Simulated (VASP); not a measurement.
# ZrSnSe3 (P4mm) in VASP: relaxation of cell and atoms with PBE

Aim: the relaxation of cell and atoms of ZrSnSe3 with PBE.

Program: VASP 6.6.1. These are calculated values, not measurements. Logs are shortened: lines on timing, memory, paths and dates and some standing lists are left out, and cuts for length are marked.

### 1 The cell of the first run

The structure is tetragonal, space group P4mm (No. 99). Conventional cell: a = 4.923 Å, b = 4.923 Å, c = 4.916 Å, α = 90.00°, β = 90.00°, γ = 90.00°. Zr (site symmetry 4mm) has 6 Se at 2.46 Å within 3.2 Å. Within 4.5 Å of Sn (site symmetry 4mm) lie 12 Se at 3.44 to 3.52 Å and 8 Zr at 4.23 to 4.30 Å. Within 3.3 Å of Se (site symmetry 2mm) lie 2 Zr at 2.46 Å. Se (site symmetry 4mm) has 2 Zr at 2.46 Å within 3.2 Å.

The cell was generated, and may not be a known phase.

### 2 Relaxation of cell and atoms, PBE

INCAR reads:

```
SYSTEM = ZrSnSe3
PREC = Accurate
ENCUT = 600
EDIFF = 1E-7
ISMEAR = 0
SIGMA = 0.1
LREAL = .FALSE.
LASPH = .TRUE.
NELM = 80
ALGO = Normal
ISIF = 3
LWAVE = .FALSE.
LCHARG = .FALSE.
GGA = PE
IBRION = 2
NSW = 90
EDIFFG = -0.04
```

KPOINTS reads:

```
regular mesh
0
G
  4 4 4
  0 0 0
```

POSCAR reads:

```
ZrSnSe3
1.0
    4.9234700900      0.0000000000      0.0000000000
    0.0000000000      4.9234700900      0.0000000000
    0.0000000000      0.0000000000      4.9162457900
Zr Sn Se
1 1 3
Direct
    0.5000000000      0.5000000000      0.4850699900
    0.0000000000      0.0000000000      0.9967579800
    0.5000000000      0.0000000000      0.4853650000
    0.5000000000      0.5000000000      0.9850419800
    0.0000000000      0.5000000000      0.4853650000
```

Potentials or basis: VASP PAW PBE potentials, release 64 (Zr_sv, Sn_d, Se).

Command:

```sh
$ cat potpaw_PBE.64/Zr_sv/POTCAR potpaw_PBE.64/Sn_d/POTCAR potpaw_PBE.64/Se/POTCAR > POTCAR
$ mpirun -np 1 vasp_std > vasp.out
```

OUTCAR:

```text
SYSTEM = ZrSnSe3
   PREC = Accurate
   ENCUT = 600
   EDIFF = 1E-7
   ISMEAR = 0
   LREAL = .FALSE.
   LASPH = .TRUE.
   NELM = 80
   ISIF = 3
   GGA = PE
   IBRION = 2
   NSW = 90
   EDIFFG = -0.04

 ion  position               nearest neighbor table
   1  0.500  0.500  0.485-   4 2.46   4 2.46   5 2.46   3 2.46   3 2.46   5 2.46
   2  0.000  0.000  0.997-
   3  0.500  0.000  0.485-   1 2.46   1 2.46
   4  0.500  0.500  0.985-   1 2.46   1 2.46
   5  0.000  0.500  0.485-   1 2.46   1 2.46

  LATTYP: Found a simple tetragonal cell.
 ALAT       =     4.9234700900
 C/A-ratio  =     0.9985326812

  Lattice vectors:

 A1 = (   4.9234700900,   0.0000000000,   0.0000000000)
 A2 = (   0.0000000000,   4.9234700900,   0.0000000000)
 A3 = (   0.0000000000,   0.0000000000,   4.9162457900)

Analysis of symmetry for initial positions (statically):
=====================================================================
 Subroutine PRICEL returns:
 Original cell was already a primitive cell.

 Routine SETGRP: Setting up the symmetry group for a
 simple tetragonal supercell.

 Subroutine GETGRP returns: Found  8 space group operations
 (whereof  8 operations were pure point group operations)
 out of a pool of 16 trial point group operations.

The static configuration has the point symmetry C_4v.

Analysis of symmetry for dynamics (positions and initial velocities):
=====================================================================
 Subroutine PRICEL returns:
 Original cell was already a primitive cell.

 Routine SETGRP: Setting up the symmetry group for a
 simple tetragonal supercell.

 Subroutine GETGRP returns: Found  8 space group operations
 (whereof  8 operations were pure point group operations)
 out of a pool of 16 trial point group operations.

The dynamic configuration has the point symmetry C_4v.

 Subroutine INISYM returns: Found  8 space group operations
 (whereof  8 operations are pure point group operations),
 and found     1 'primitive' translations

----------------------------------------------------------------------------------------

                                     Primitive cell

  volume of cell :     119.1725

  direct lattice vectors                    reciprocal lattice vectors
     4.923470090  0.000000000  0.000000000     0.203108779  0.000000000  0.000000000
     0.000000000  4.923470090  0.000000000     0.000000000  0.203108779  0.000000000
     0.000000000  0.000000000  4.916245790     0.000000000  0.000000000  0.203407243

  length of vectors
     4.923470090  4.923470090  4.916245790     0.203108779  0.203108779  0.203407243

[... 77 lines left out ...]
   ENCUT  =  600.0 eV  44.10 Ry    6.64 a.u.   9.83  9.83  9.82*2*pi/ulx,y,z
   NELM   =     80;   NELMIN=  2; NELMDL= -5     # of ELM steps
   EDIFF  = 0.1E-06   stopping-criterion for ELM
   LREAL  =      F    real-space projection
   EDIFFG = -.4E-01   stopping-criterion for IOM
   NSW    =     90    number of steps for IOM
   IBRION =      2    ionic relax: 0-MD 1-quasi-New 2-CG
   NFREE  =      1    steps in history (QN), initial steepest desc. (CG)
   ISIF   =      3    stress and relaxation
   ISYM   =      2    0-nonsym 1-usesym 2-fastsym
   POTIM  = 0.5000    time-step for ionic-motion
   TEBEG  =    0.0;   TEEND  =   0.0 temperature during run
   PSTRESS=    0.0 pullay stress
   NELECT =      44.0000    total number of electrons
   NUPDOWN=      -1.0000    fix difference up-down
   EMIN   =  10.00;   EMAX   =-10.00  energy-range for DOS
   EFERMI =   0.00;   METHOD = LEGACY
   ISMEAR =     0;   SIGMA  =   0.10  broadening in eV -4-tet -1-fermi 0-gaus
   EFERMI_NEDOS =   21; number of points for ismear=-14 and -15
   IALGO  =     38    algorithm
   IMIX   =      4    mixing-type and parameters
     AMIX     =   0.40;   BMIX     =  1.00
     AMIX_MAG =   1.60;   BMIX_MAG =  1.00
  volume/ion in A,a.u.               =      23.83       160.84
  Fermi-wavevector in a.u.,A,eV,Ry     =   1.174448  2.219384 18.766887  1.379327
  Thomas-Fermi vector in A             =   2.310845
   LORBIT       =      0    0 simple, 1 ext, 2 COOP (PROOUT), +10 PAW based schemes
   GGA     = PE    functional components
   LHFCALC =     F    Hartree Fock is set to
   AEXX    =    0.0000 exact exchange contribution
   IVDW    =     0    specifies the selected vdW correction
   LEPSILON=     F    determine dielectric tensor
   LRPA    =     F    only Hartree local field effects (RPA)
 conjugate gradient relaxation of ions
 non-spin polarized calculation
 Gauss-broadening in eV      SIGMA  =   0.10
  energy-cutoff  :      600.00
  volume of cell :      119.17
 maximum number of plane-waves:      4012
 NGX is ok and might be reduce to    40
   NGX = 19   NGY = 19   NGZ = 19

--------------------------------------- Ionic step        1  -------------------------------------------

 number of electron      43.9999997 magnetization

 Free energy of the ion-electron system (eV)
  ---------------------------------------------------
  ext. energy  EPLUGINS =         0.00000000
  ---------------------------------------------------
  free energy    TOTEN  =       -24.78336553 eV

  energy without entropy =      -24.75819587  energy(sigma->0) =      -24.77078070

 E-fermi :   6.1084     XC(G=0): -10.0354

 val. band max:        6.1055644985   @ k =   0.2500   0.2500   0.2500
 cond. band min:       6.1187600977   @ k =   0.2500   0.0000   0.0000
 fundamental gap:      0.0131955992
 Fermi energy:         6.1083996536

 k-point     1 :       0.0000    0.0000    0.0000
  band No.  band energies     occupation
      1     -42.8245      2.00000
      2     -21.0844      2.00000
      3     -21.0822      2.00000
      4     -21.0822      2.00000
      5     -16.4402      2.00000
      6     -16.4393      2.00000
[... 621 lines left out ...]
  FREE ENERGIE OF THE ION-ELECTRON SYSTEM (eV)
  ---------------------------------------------------
  free  energy   TOTEN  =       -25.7589025162 eV

  energy  without entropy=      -25.7387479731  energy(sigma->0) =      -25.74882524

[... ionic steps 4 to 51 ...]

--------------------------------------- Ionic step       52  -------------------------------------------

 number of electron      44.0000007 magnetization

------------------------ aborting loop because EDIFF is reached ----------------------------------------
[... 73 lines left out ...]
--------------------------------------- Ionic step       54  -------------------------------------------

 number of electron      44.0000015 magnetization

 Free energy of the ion-electron system (eV)
  ---------------------------------------------------
  ext. energy  EPLUGINS =         0.00000000
  ---------------------------------------------------
  free energy    TOTEN  =       -26.80816839 eV

  energy without entropy =      -26.80816839  energy(sigma->0) =      -26.80816839

 E-fermi :   3.4747     XC(G=0):  -8.6055

 val. band max:        3.0085500321   @ k =   0.5000   0.5000   0.5000
 cond. band min:       3.9195590224   @ k =   0.0000   0.0000   0.0000
 fundamental gap:      0.9110089903
 Fermi energy:         3.4747105238

 k-point     1 :       0.0000    0.0000    0.0000
  band No.  band energies     occupation
      1     -46.1904      2.00000
      2     -24.2556      2.00000
      3     -24.2556      2.00000
      4     -24.1990      2.00000
      5     -18.4076      2.00000
      6     -18.4032      2.00000
[... 543 lines left out ...]
  FREE ENERGIE OF THE ION-ELECTRON SYSTEM (eV)
  ---------------------------------------------------
  free  energy   TOTEN  =       -26.8081683868 eV

  energy  without entropy=      -26.8081683868  energy(sigma->0) =      -26.80816839

 reached required accuracy - stopping structural energy minimisation
```

OSZICAR:

```text
N       E                     dE             d eps       ncg     rms          rms(c)
DAV:   1     0.485002459504E+03    0.48500E+03   -0.22409E+04   938   0.202E+03
DAV:   2     0.392950998324E+02   -0.44571E+03   -0.43780E+03  1002   0.522E+02
DAV:   3    -0.219476462313E+02   -0.61243E+02   -0.58717E+02  1372   0.163E+02
DAV:   4    -0.267647185334E+02   -0.48171E+01   -0.47969E+01  1462   0.365E+01
[... 593 lines left out ...]
DAV:   5    -0.268081727808E+02    0.23682E-04   -0.25847E-04  1760   0.101E-01    0.330E-02
DAV:   6    -0.268081688072E+02    0.39736E-05   -0.29215E-05  1210   0.365E-02    0.116E-02
DAV:   7    -0.268081680815E+02    0.72570E-06   -0.42228E-06  1474   0.138E-02    0.326E-03
DAV:   8    -0.268081683744E+02   -0.29292E-06   -0.22164E-07   884   0.315E-03    0.145E-03
DAV:   9    -0.268081683868E+02   -0.12437E-07   -0.13198E-07   730   0.213E-03
  54 F= -.26808168E+02 E0= -.26808168E+02  d E =-.990610E-03
```

It took 24 min on 1 thread of AMD EPYC 9R45 (Zen 5), shared host; peak memory 0.27 GiB.

Results:

```yaml
Free_energy: -26.8082 eV
Relaxed_volume: 31.25 Å³/atom
Relaxed_cell: a = 5.081 Å, b = 5.081 Å, c = 6.054 Å, α = 90.00°, β = 90.00°, γ = 90.00°
Space_group_after_relaxing_to_0.1_Å: P4mm (No. 99)
Energy_gained_by_relaxing: 405.0 meV/atom
Ionic_steps: 54
Pressure_after_relaxing: 0.0 GPa
Largest_force_after_relaxing: 0.037 eV/Å
Band_gap_on_the_k_mesh: 0.91 eV (least direct gap 1.36 eV)
```

Forces in eV/Å, atoms in the order of the input:
```
Zr   0.000  0.000  0.020
Sn   0.000  0.000  0.023
Se   0.000  0.000 -0.037
Se   0.000  0.000  0.031
Se   0.000  0.000 -0.037
```

Step by step:
```
step  energy change (eV)  largest force (eV/Å)  pressure (GPa)  volume (Å³)
   1              0.0000                0.1313           15.56       119.17
   3             -0.9755                0.1918           -0.11       142.72
   5             -0.9779                0.2246            0.10       142.23
   7             -1.0164                0.5275            0.11       142.34
   9             -1.3882                1.0841            0.50       142.75
  11             -1.6957                1.3499            1.88       143.20
  13             -1.6979                1.3797            2.02       143.25
  15             -1.7015                1.3846            2.05       143.39
  17             -1.7041                1.4040            2.17       143.97
  19             -1.7092                1.3859            2.07       143.87
  21             -1.7409                1.2904            1.57       144.90
  23             -1.8272                0.9564           -0.16       149.08
  25             -1.8564                0.6865           -1.55       153.53
  27             -1.9016                0.1420           -0.19       151.16
  29             -1.9224                0.2779            0.62       149.41
  31             -1.9315                0.3653            0.41       150.13
  33             -1.9522                0.4592           -0.49       153.29
  35             -1.9569                1.0195            0.05       155.17
  37             -1.9829                0.3555           -0.12       154.18
  39             -1.9698                1.3978            1.07       152.61
  41             -2.0128                0.4081            0.32       153.85
  43             -2.0204                0.1148           -0.03       154.36
  45             -2.0218                0.0741            0.07       154.15
  47             -2.0223                0.0710            0.08       154.26
  49             -2.0228                0.0544           -0.04       154.96
  51             -2.0238                0.0584            0.06       155.16
  53             -2.0242                0.0650            0.07       155.49
  54             -2.0248                0.0371            0.00       156.27
```

Final structure:
```
Zr Sn Se
1.0
     5.08080    0.00000    0.00000
     0.00000    5.08080    0.00000
     0.00000    0.00000    6.05363
Zr Sn Se
1 1 3
Direct
  0.50000 0.50000 0.54558
  0.00000 0.00000 0.15095
  0.50000 0.00000 0.39823
  0.50000 0.50000 0.94461
  0.00000 0.50000 0.39823
```

Caveat: the volume moved by over 15 % at a fixed basis, so the end points are rough; spin-orbit coupling is left out, which moves the levels of the heavy elements. A k mesh can miss the band edges.
